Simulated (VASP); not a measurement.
A run of VASP 6.6.1 is set up as follows.

The input INCAR:

```
SYSTEM = H
  PREC = Accurate
  ENCUT = 520
  EDIFF = 1E-6
  ISMEAR = 0
  SIGMA = 0.1
  LREAL = .FALSE.
  LASPH = .TRUE.
  NELM = 100
  ALGO = Normal
  ISIF = 2
  LWAVE = .FALSE.
  LCHARG = .FALSE.
  GGA = PE
  NBANDS = 14
```

KPOINTS

```
regular mesh
0
G
  4 4 4
  0 0 0
```

File POSCAR:

```
H
1.0
    7.1772243400      0.0000000000      0.0000000000
    0.0000000000      7.1869279200      0.0000000000
    0.0000000000      0.0000000000      7.2081540300
H
8
Direct
    0.3655326100      0.7217362900      0.6472593300
    0.8655326100      0.7782637100      0.3527406700
    0.6344673900      0.2217362900      0.8527406700
    0.1344673900      0.2782637100      0.1472593300
    0.6445223500      0.1492589600      0.7802707100
    0.1445223500      0.3507410400      0.2197292900
    0.3554776500      0.6492589600      0.7197292900
    0.8554776500      0.8507410400      0.2802707100
```

Potentials or basis: VASP PAW PBE potentials, release 64 (H).

Command:

```sh
$ cat potpaw_PBE.64/H/POTCAR > POTCAR
$ mpirun -np 1 vasp_std > vasp.out
```

Task: Estimate the band gap on the k mesh.

Result: 9.79 eV.

Task: Predict the pressure.

Result: 0.1 GPa.

Task: Predict the largest force.

Result: 0.319 eV/Å.

Forces on the atoms (eV/Å):
```
H    0.031  0.224 -0.225
H    0.031 -0.224  0.225
H   -0.031  0.224  0.225
H   -0.031 -0.224 -0.225
H    0.030 -0.225 -0.224
H    0.030  0.225  0.224
H   -0.030 -0.225  0.224
H   -0.030  0.225 -0.224
```

Caveat: this functional lacks dispersion, which holds the molecules together, so the pressure and a relaxed volume are unreliable. A k mesh can miss the band edges.
